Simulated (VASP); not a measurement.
Input of a VASP 6.6.1 run:

INCAR

```
PREC = Accurate ; ENCUT = 520
EDIFF = 1E-6 ; ISMEAR = 0
SIGMA = 0.05 ; LREAL = False
LASPH = True ; NELM = 80
ALGO = Normal ; ISIF = 2
LWAVE = False ; LCHARG = False
GGA = PS ; NBANDS = 16
```

Contents of KPOINTS:

```
regular mesh
0
Gamma
  9 9 6
```

Contents of POSCAR:

```
MgO
1.0
    3.4863778627      0.0000000000      0.0000000000
   -1.7431889314      3.0192917963      0.0000000000
    0.0000000000      0.0000000000      4.3869432810
Mg O
2 2
Direct
    0.6666666667      0.3333333333      0.7500000000
    0.3333333333      0.6666666667      0.2500000000
    0.6666666667      0.3333333333      0.2500000000
    0.3333333333      0.6666666667      0.7500000000
```

Potentials or basis: VASP PAW PBE potentials, release 64 (Mg, O).

Run with:

```console
$ cat potpaw_PBE.64/Mg/POTCAR potpaw_PBE.64/O/POTCAR > POTCAR
$ mpirun -np 1 vasp_std > vasp.out
```

Problem. Predict the band gap on the k mesh.

Solution. 3.01 eV, direct.

Problem. Estimate the pressure.

Solution. -5.0 GPa.

Stress tensor (GPa, compression positive):
```
-2.87  0.00  0.00
 0.00 -2.87  0.00
 0.00  0.00 -9.18
```

Caveat: the cell differs from its parent crystal (strain +0.000 along x and y, +0.050 along z); the PAW data sets were made with another functional, which shifts forces and pressure a little.
